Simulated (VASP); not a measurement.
# CuO: relaxation of shape and atoms at fixed volume with PBE

The system is CuO.

```
Cu O
1.0
     2.00137   -2.00517    0.00000
     2.00137    2.00517    0.00000
     0.00000    0.00000    5.07815
Cu O
2 2
Cartesian
  1.0007 1.0026 0.0000
  1.0007 -1.0026 2.5391
  2.0014 0.0000 1.2695
  2.0014 0.0000 3.8086
```

```yaml
Program: VASP 6.6.1
Task: relaxation of shape and atoms at fixed volume
Functional: PBE
Potentials_or_basis: VASP PAW PBE potentials, release 64 (Cu, O)
Cutoff: 600 eV
k_mesh: 14 × 14 × 8
Occupations: gaussian, width 0.1 eV
Spin: no spin polarisation
Dipole_correction: no
Further_INCAR_settings: ALGO = Normal; EDIFF = 1e-06; IBRION = 2; EDIFFG = -0.01; NSW = 50; ISIF = 4
```

```
Energy gained by relaxing : 1.4 meV/atom
Ionic steps               : 3
Pressure after relaxing   : 15.9 GPa
Band gap on the k mesh    : zero (bands 17 and 18 overlap by 1.16 eV)
```

Step by step:
```
step  energy change (eV)  largest force (eV/Å)  pressure (GPa)  volume (Å³)
   1              0.0000                0.0000           17.19        40.76
   2             -0.0043                0.0000           16.62        40.76
   3             -0.0058                0.0000           15.92        40.76
```

Final structure:
```yaml
crystal:
  lattice:
    - [1.98770, -1.99167, 0.00000]
    - [1.98770, 1.99167, 0.00000]
    - [0.00000, 0.00000, 5.14774]
  atoms:
    - { symbol: Cu, position: [0.00000, 0.50000, 0.00000] }
    - { symbol: Cu, position: [0.50000, 0.00000, 0.50000] }
    - { symbol: O, position: [0.50000, 0.50000, 0.25000] }
    - { symbol: O, position: [0.50000, 0.50000, 0.75000] }
```

Levels at points of the mesh, in eV from the Fermi level:
```
           k point  band 13  band 14  band 15  band 16  band 17  band 18  band 19  band 20  band 21
(0.00, 0.00, 0.00)    -2.66    -2.60    -2.52    -2.27     0.67     0.67     1.63     6.31     7.52
(0.50, 0.00, 0.00)    -2.42    -2.13    -1.72    -1.64     0.23     0.43     3.31     6.26     6.89
(0.50, 0.50, 0.00)    -2.52    -2.52    -1.67    -1.26    -1.26     1.25     2.03     7.09    10.28
(0.00, 0.00, 0.50)    -2.56    -2.56    -1.66    -1.66     0.05     0.05     3.74     3.74    11.70
(0.50, 0.00, 0.50)    -2.65    -2.61    -2.18    -1.97    -0.09     0.68     4.15     6.14     8.53
(0.50, 0.50, 0.50)    -2.21    -2.21    -1.50    -1.50    -0.45    -0.45     3.92     3.92    11.42
```

It took 4.7 min on 1 thread of Intel(R) Xeon(R) Platinum 8488C (Sapphire Rapids) (shared host), peak memory 0.37 GiB.

Caveat: semilocal functionals often make such compounds metallic where correlation or magnetic order opens a gap, which also shifts bond lengths. With open d or f shells a metallic result of PBE can be an artefact of self-interaction; +U or a hybrid may open a gap.
